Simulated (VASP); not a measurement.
Here is a VASP 6.6.1 calculation.

The input INCAR:

```
SYSTEM = Al
PREC     = Accurate       ! precision mode
ENCUT    = 520            ! plane-wave cutoff, eV
EDIFF    = 1E-6           ! SCF threshold, eV
ISMEAR   = 1              ! smearing method
SIGMA    = 0.1            ! smearing width, eV
LREAL    = .FALSE.        ! projectors in reciprocal space
LASPH    = .TRUE.         ! aspherical terms in the spheres
NELM     = 100            ! most SCF steps
ALGO     = Normal         ! electronic algorithm
ISIF     = 2              ! what is computed and relaxed
LWAVE    = .FALSE.        ! write WAVECAR
LCHARG   = .FALSE.        ! write CHGCAR
GGA      = PE             ! functional
NBANDS   = 8              ! bands
```

Contents of KPOINTS:

```
Automatic mesh
0
G
  12 12 12
  0 0 0
```

File POSCAR:

```
Al
1.0
    0.0000000000      2.0248050000      2.0248050000
    2.0248050000      0.0000000000      2.0248050000
    2.0248050000      2.0248050000      0.0000000000
Al
1
Direct
    0.0000000000      0.0000000000      0.0000000000
```

Potentials or basis: VASP PAW PBE potentials, release 64 (Al).

Run with:

```sh
$ cat potpaw_PBE.64/Al/POTCAR > POTCAR
$ mpirun -np 1 vasp_std > vasp.out
```

Predict the pressure.

-0.3 GPa.
